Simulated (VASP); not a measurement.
# CsPbCl3 (Pm-3m) in VASP: a series of runs

Aim: see how the results for CsPbCl3 move with the level of theory and the settings. Levels: BLYP+D4, PBE. Tasks: relaxation of cell and atoms, single point.

All numbers are computed with VASP 6.6.1; they aren't measurements. Logs are shortened: lines on timing, memory, paths and dates and some standing lists are left out, and cuts for length are marked.

## (1) The cell of the first run

It takes space group Pm-3m (No. 221, cubic). Conventional cell: a = 5.605 Å, b = 5.605 Å, c = 5.605 Å, α = 90.00°, β = 90.00°, γ = 90.00°. Within 3.7 Å of Pb (site symmetry m-3m) lie 6 Cl at 2.80 Å. Within 5.2 Å of Cs (site symmetry m-3m) lie 12 Cl at 3.96 Å and 8 Pb at 4.85 Å. Cl (site symmetry 4/mmm) has 2 Pb at 2.80 Å within 3.7 Å.

## (2) Relaxation of cell and atoms, BLYP+D4

INCAR

```
SYSTEM = CsPbCl3
AGGAC    = 1.0          
AGGAX    = 1.0          
ALDAC    = 0.0          
ALDAX    = 1.0          
ALGO     = Normal         ! electronic algorithm
EDIFF    = 1E-7           ! SCF threshold, eV
EDIFFG   = -0.01          ! ionic threshold
ENCUT    = 600            ! plane-wave cutoff, eV
GGA      = B5             ! functional
IBRION   = 2              ! ionic algorithm
ISIF     = 3              ! what is computed and relaxed
ISMEAR   = -1             ! smearing method
IVDW     = 13             ! dispersion correction
LASPH    = .TRUE.         ! aspherical terms in the spheres
LCHARG   = .FALSE.        ! write CHGCAR
LREAL    = .FALSE.        ! projectors in reciprocal space
LWAVE    = .FALSE.        ! write WAVECAR
NELM     = 60             ! most SCF steps
NSW      = 60             ! ionic steps
PREC     = Accurate       ! precision mode
SIGMA    = 0.05           ! smearing width, eV
VDW_A1   = 0.44488865   
VDW_A2   = 4.0933009    
VDW_S6   = 1.0          
VDW_S8   = 2.34076671
```

KPOINTS

```
k-points
0
G
  5 5 5
  0 0 0
```

POSCAR

```
CsPbCl3
1.0
    5.6050000000      0.0000000000      0.0000000000
    0.0000000000      5.6050000000      0.0000000000
    0.0000000000      0.0000000000      5.6050000000
Pb Cs Cl
1 1 3
Direct
    0.5000000000      0.5000000000      0.5000000000
    0.0000000000      0.0000000000      0.0000000000
    0.5000000000      0.0000000000      0.5000000000
    0.0000000000      0.5000000000      0.5000000000
    0.5000000000      0.5000000000      0.0000000000
```

Potentials or basis: VASP PAW PBE potentials, release 64 (Pb_d, Cs_sv, Cl).

Launch:

```sh
> cat potpaw_PBE.64/Pb_d/POTCAR potpaw_PBE.64/Cs_sv/POTCAR potpaw_PBE.64/Cl/POTCAR > POTCAR
> mpirun -np 1 vasp_std > vasp.out
```

OUTCAR:

```text
SYSTEM = CsPbCl3
   EDIFF = 1E-7
   EDIFFG = -0.01
   ENCUT = 600
   GGA = B5
   IBRION = 2
   ISIF = 3
   ISMEAR = -1
   IVDW = 13
   LASPH = .TRUE.
   LREAL = .FALSE.
   NELM = 60
   NSW = 60
   PREC = Accurate

 ion  position               nearest neighbor table
   1  0.500  0.500  0.500-   3 2.80   4 2.80   5 2.80   5 2.80   3 2.80   4 2.80
   2  0.000  0.000  0.000-
   3  0.500  0.000  0.500-   1 2.80   1 2.80
   4  0.000  0.500  0.500-   1 2.80   1 2.80
   5  0.500  0.500  0.000-   1 2.80   1 2.80

  LATTYP: Found a simple cubic cell.
 ALAT       =     5.6050000000

  Lattice vectors:

 A1 = (   5.6050000000,   0.0000000000,   0.0000000000)
 A2 = (   0.0000000000,   5.6050000000,   0.0000000000)
 A3 = (   0.0000000000,   0.0000000000,   5.6050000000)

Analysis of symmetry for initial positions (statically):
=====================================================================
 Subroutine PRICEL returns:
 Original cell was already a primitive cell.

 Routine SETGRP: Setting up the symmetry group for a
 simple cubic supercell.

 Subroutine GETGRP returns: Found 48 space group operations
 (whereof 48 operations were pure point group operations)
 out of a pool of 48 trial point group operations.

The static configuration has the point symmetry O_h .

Analysis of symmetry for dynamics (positions and initial velocities):
=====================================================================
 Subroutine PRICEL returns:
 Original cell was already a primitive cell.

 Routine SETGRP: Setting up the symmetry group for a
 simple cubic supercell.

 Subroutine GETGRP returns: Found 48 space group operations
 (whereof 48 operations were pure point group operations)
 out of a pool of 48 trial point group operations.

The dynamic configuration has the point symmetry O_h .

 Subroutine INISYM returns: Found 48 space group operations
 (whereof 48 operations are pure point group operations),
 and found     1 'primitive' translations

----------------------------------------------------------------------------------------

                                     Primitive cell

  volume of cell :     176.0868

  direct lattice vectors                    reciprocal lattice vectors
     5.605000000  0.000000000  0.000000000     0.178412132  0.000000000  0.000000000
     0.000000000  5.605000000  0.000000000     0.000000000  0.178412132  0.000000000
     0.000000000  0.000000000  5.605000000     0.000000000  0.000000000  0.178412132

  length of vectors
     5.605000000  5.605000000  5.605000000     0.178412132  0.178412132  0.178412132

  position of ions in fractional coordinates (direct lattice)
     0.500000000  0.500000000  0.500000000
     0.000000000  0.000000000  0.000000000
     0.500000000  0.000000000  0.500000000
     0.000000000  0.500000000  0.500000000
     0.500000000  0.500000000  0.000000000

  ion indices of the primitive-cell ions
   primitive index   ion index
                 1           1
                 2           2
                 3           3
                 4           4
                 5           5

----------------------------------------------------------------------------------------

 KPOINTS: k-points

Automatic generation of k-mesh.
 Grid dimensions read from file:
 generate k-points for:    5    5    5

 Generating k-lattice:

  Cartesian coordinates                     Fractional coordinates (reciprocal lattice)
     0.035682426  0.000000000  0.000000000     0.200000000  0.000000000  0.000000000
     0.000000000  0.035682426  0.000000000     0.000000000  0.200000000  0.000000000
     0.000000000  0.000000000  0.035682426     0.000000000  0.000000000  0.200000000

  Length of vectors
     0.035682426  0.035682426  0.035682426

  Shift w.r.t. Gamma in fractional coordinates (k-lattice)
     0.000000000  0.000000000  0.000000000

 Subroutine IBZKPT returns following result:
 ===========================================

 Found     10 irreducible k-points:

 Following reciprocal coordinates:
            Coordinates               Weight
  0.000000  0.000000  0.000000      1.000000
  0.200000  0.000000  0.000000      6.000000
  0.400000  0.000000  0.000000      6.000000
  0.200000  0.200000  0.000000     12.000000
  0.400000  0.200000  0.000000     24.000000
  0.400000  0.400000  0.000000     12.000000
  0.200000  0.200000  0.200000      8.000000
  0.400000  0.200000  0.200000     24.000000
  0.400000  0.400000  0.200000     24.000000
  0.400000  0.400000  0.400000      8.000000
   k-points           NKPTS =     10   k-points in BZ     NKDIM =     10   number of bands    NBANDS=     26
   number of dos      NEDOS =    301   number of ions     NIONS =      5
   total plane-waves  NPLWV = 110592
   dimension x,y,z NGX =    48 NGY =   48 NGZ =   48
   dimension x,y,z NGXF=    96 NGYF=   96 NGZF=   96
   ions per type =               1   1   3
   NGX,Y,Z   is equivalent  to a cutoff of  14.24, 14.24, 14.24 a.u.
   NGXF,Y,Z  is equivalent  to a cutoff of  28.47, 28.47, 28.47 a.u.
 SYSTEM =  CsPbCl3
   PREC   = accura    normal or accurate (medium, high low for compatibility)
   ISTART =      0    job   : 0-new  1-cont  2-samecut
   ICHARG =      2    charge: 1-file 2-atom 10-const
   ISPIN  =      1    spin polarized calculation?
   LNONCOLLINEAR =      F non collinear calculations
   LSORBIT =      F    spin-orbit coupling
   LASPH  =      T    aspherical Exc in radial PAW
   ENCUT  =  600.0 eV  44.10 Ry    6.64 a.u.  11.19 11.19 11.19*2*pi/ulx,y,z
   NELM   =     60;   NELMIN=  2; NELMDL= -5     # of ELM steps
   EDIFF  = 0.1E-06   stopping-criterion for ELM
   LREAL  =      F    real-space projection
   EDIFFG = -.1E-01   stopping-criterion for IOM
   NSW    =     60    number of steps for IOM
   IBRION =      2    ionic relax: 0-MD 1-quasi-New 2-CG
   NFREE  =      1    steps in history (QN), initial steepest desc. (CG)
   ISIF   =      3    stress and relaxation
   ISYM   =      2    0-nonsym 1-usesym 2-fastsym
   POTIM  = 0.5000    time-step for ionic-motion
   TEBEG  =    0.0;   TEEND  =   0.0 temperature during run
   PSTRESS=    0.0 pullay stress
   NELECT =      44.0000    total number of electrons
   NUPDOWN=      -1.0000    fix difference up-down
   EMIN   =  10.00;   EMAX   =-10.00  energy-range for DOS
   EFERMI =   0.00;   METHOD = LEGACY
   ISMEAR =    -1;   SIGMA  =   0.05  broadening in eV -4-tet -1-fermi 0-gaus
   EFERMI_NEDOS =   21; number of points for ismear=-14 and -15
   IALGO  =     38    algorithm
   IMIX   =      4    mixing-type and parameters
     AMIX     =   0.40;   BMIX     =  1.00
     AMIX_MAG =   1.60;   BMIX_MAG =  1.00
  volume/ion in A,a.u.               =      35.22       237.66
  Fermi-wavevector in a.u.,A,eV,Ry     =   1.031138  1.948568 14.466333  1.063245
  Thomas-Fermi vector in A             =   2.165271
   LORBIT       =      0    0 simple, 1 ext, 2 COOP (PROOUT), +10 PAW based schemes
   GGA     = B5    functional components
   LHFCALC =     F    Hartree Fock is set to
   AEXX    =    0.0000 exact exchange contribution
   IVDW    =    13    specifies the selected vdW correction
   LEPSILON=     F    determine dielectric tensor
   LRPA    =     F    only Hartree local field effects (RPA)
 conjugate gradient relaxation of ions
 non-spin polarized calculation
  energy-cutoff  :      600.00
  volume of cell :      176.09
 maximum number of plane-waves:      5896
 NGX is ok and might be reduce to    48
   NGX = 23   NGY = 23   NGZ = 23

--------------------------------------- Ionic step        1  -------------------------------------------

 number of electron      43.9999992 magnetization

 Free energy of the ion-electron system (eV)
  ---------------------------------------------------
  ext. energy  EPLUGINS =         0.00000000
  ---------------------------------------------------
  free energy    TOTEN  =       -16.09735476 eV

  energy without entropy =      -16.09735476  energy(sigma->0) =      -16.09735476

------------------------ aborting loop because EDIFF is reached ----------------------------------------

  DFT-D4 for vdW energy calculation

  Edisp (eV):   -1.68004

  FORCE on cell =-STRESS in cart. coord.  units (eV):
  Direction    XX          YY          ZZ          XY          YZ          ZX
  --------------------------------------------------------------------------------------
  -------------------------------------------------------------------------------------
  Total       1.98958     1.98958     1.98958    -0.00000     0.00000    -0.00000
  in kB      18.10281    18.10281    18.10281    -0.00000     0.00000    -0.00000
  external pressure =       18.10 kB  Pullay stress =        0.00 kB

 VOLUME and BASIS-vectors are now :
 -----------------------------------------------------------------------------
  energy-cutoff  :      600.00
  volume of cell :      176.09
      direct lattice vectors                 reciprocal lattice vectors
     5.605000000  0.000000000  0.000000000     0.178412132  0.000000000  0.000000000
     0.000000000  5.605000000  0.000000000     0.000000000  0.178412132  0.000000000
     0.000000000  0.000000000  5.605000000     0.000000000  0.000000000  0.178412132
[... 44 lines left out ...]
 POSITION                                       TOTAL-FORCE (eV/Angst)
 -----------------------------------------------------------------------------------
      2.85630      2.85630      2.85630         0.000000      0.000000      0.000000
      0.00000      0.00000      0.00000        -0.000000     -0.000000      0.000000
      2.85630      0.00000      2.85630        -0.000000     -0.000000      0.000000
     -0.00000      2.85630      2.85630         0.000000     -0.000000      0.000000
      2.85630      2.85630     -0.00000        -0.000000     -0.000000      0.000000
 -----------------------------------------------------------------------------------
    total drift:                                0.000000     -0.000000     -0.000000

  FREE ENERGIE OF THE ION-ELECTRON SYSTEM (eV)
  ---------------------------------------------------
  free  energy   TOTEN  =       -17.8415642201 eV

  energy  without entropy=      -17.8415642200  energy(sigma->0) =      -17.84156422

--------------------------------------- Ionic step        3  -------------------------------------------

 number of electron      44.0000012 magnetization

 Free energy of the ion-electron system (eV)
  ---------------------------------------------------
  ext. energy  EPLUGINS =         0.00000000
  ---------------------------------------------------
  free energy    TOTEN  =       -16.26651420 eV

  energy without entropy =      -16.26651420  energy(sigma->0) =      -16.26651420

 E-fermi :   1.8783     XC(G=0):  -7.2235

 val. band max:        0.7429697222   @ k =   0.4000   0.4000   0.4000
 cond. band min:       3.8765243886   @ k =   0.4000   0.4000   0.4000
 fundamental gap:      3.1335546663
 Fermi energy:         1.8783437204

 k-point     1 :       0.0000    0.0000    0.0000
  band No.  band energies     occupation
      1     -19.7340      2.00000
      2     -15.1918      2.00000
      3     -15.1918      2.00000
      4     -15.0246      2.00000
      5     -15.0246      2.00000
      6     -15.0246      2.00000
[... 18 lines left out ...]
     25       5.9952      0.00000
     26       6.8931      0.00000
[... 285 lines left out ...]
 POSITION                                       TOTAL-FORCE (eV/Angst)
 -----------------------------------------------------------------------------------
      2.86656      2.86656      2.86656         0.000000      0.000000      0.000000
      0.00000      0.00000      0.00000        -0.000000     -0.000000      0.000000
      2.86656      0.00000      2.86656        -0.000000     -0.000000      0.000000
     -0.00000      2.86656      2.86656         0.000000     -0.000000      0.000000
      2.86656      2.86656     -0.00000         0.000000     -0.000000      0.000000
 -----------------------------------------------------------------------------------
    total drift:                                0.000000     -0.000000     -0.000000

  FREE ENERGIE OF THE ION-ELECTRON SYSTEM (eV)
  ---------------------------------------------------
  free  energy   TOTEN  =       -17.8431478031 eV

  energy  without entropy=      -17.8431478031  energy(sigma->0) =      -17.84314780

 reached required accuracy - stopping structural energy minimisation
```

Run time: 4.6 min. Hardware: 1 thread of Intel Xeon 8259CL, shared host; peak memory 0.37 GiB.

Results:

```yaml
Free_energy: -17.8431 eV
Relaxed_volume: 37.69 Å³/atom
Relaxed_cell: a = 5.733 Å, b = 5.733 Å, c = 5.733 Å, α = 90.00°, β = 90.00°, γ = 90.00°
Space_group_after_relaxing_to_0.1_Å: Pm-3m (No. 221)
Energy_gained_by_relaxing: 13.2 meV/atom
Ionic_steps: 3
Pressure_after_relaxing: 0.0 GPa
Band_gap_on_the_k_mesh: 3.13 eV
Dispersion_energy_per_atom: -0.315 eV
```

The path:
| step | energy change (eV) | largest force (eV/Å) | pressure (GPa) | volume (Å³) |
| --- | --- | --- | --- | --- |
| 1 | 0.0000 | 0.0000 | 1.81 | 176.09 |
| 2 | -0.0642 | 0.0000 | 0.25 | 186.42 |
| 3 | -0.0658 | 0.0000 | 0.00 | 188.44 |

Final structure:
```yaml
crystal:
  lattice:
    - [5.73313, 0.00000, 0.00000]
    - [0.00000, 5.73313, 0.00000]
    - [0.00000, 0.00000, 5.73313]
  atoms:
    - { symbol: Pb, position: [0.50000, 0.50000, 0.50000] }
    - { symbol: Cs, position: [0.00000, 0.00000, 0.00000] }
    - { symbol: Cl, position: [0.50000, 0.00000, 0.50000] }
    - { symbol: Cl, position: [0.00000, 0.50000, 0.50000] }
    - { symbol: Cl, position: [0.50000, 0.50000, 0.00000] }
```

Caveat: the PAW data sets were made with another functional, which shifts forces and pressure a little; spin-orbit coupling is left out, which moves the levels of the heavy elements; an odd mesh through Γ misses points on the zone boundary, where band edges can lie. Zero-point motion and thermal expansion aren't in these numbers.

## (3) Single point, PBE

INCAR

```
SYSTEM = CsPbCl3
PREC     = Accurate       ! precision mode
ENCUT    = 520            ! plane-wave cutoff, eV
EDIFF    = 1E-6           ! SCF threshold, eV
ISMEAR   = -1             ! smearing method
SIGMA    = 0.05           ! smearing width, eV
LREAL    = .False.        ! projectors in reciprocal space
LASPH    = .True.         ! aspherical terms in the spheres
NELM     = 100            ! most SCF steps
ALGO     = Normal         ! electronic algorithm
ISIF     = 2              ! what is computed and relaxed
LWAVE    = .False.        ! write WAVECAR
LCHARG   = .True.         ! write CHGCAR
GGA      = PE             ! functional
LELF     = .True.         ! ELF
LVHAR    = .True.       
NBANDS   = 30             ! bands
```

KPOINTS

```
regular mesh
0
Gamma
  9 9 9
  0 0 0
```

POSCAR is that of step 2.

Potentials or basis: VASP PAW PBE potentials, release 64 (Pb_d, Cs_sv, Cl).

Launch:

```sh
> cat potpaw_PBE.64/Pb_d/POTCAR potpaw_PBE.64/Cs_sv/POTCAR potpaw_PBE.64/Cl/POTCAR > POTCAR
> mpirun -np 1 vasp_std > vasp.out
```

It took 3 min on 1 thread of Intel Xeon 8259CL, shared host; peak memory 0.37 GiB.

The run converged. Its results:

```
Free energy            : -17.5017 eV
Pressure               : 1.7 GPa
Band gap on the k mesh : 2.30 eV
```

Levels at points of the mesh, in eV from the valence-band top:
```tsv
k point	band 19	band 20	band 21	band 22	band 23	band 24	band 25	band 26
(0.00, 0.00, 0.00)	-2.43	-2.32	-2.32	-2.32	3.56	4.50	4.50	5.42
```

Caveat: spin-orbit coupling is left out, which moves the levels of the heavy elements; an odd mesh through Γ misses points on the zone boundary, where band edges can lie. Expect the measured gap to be larger: semilocal functionals such as PBE lack the derivative discontinuity.
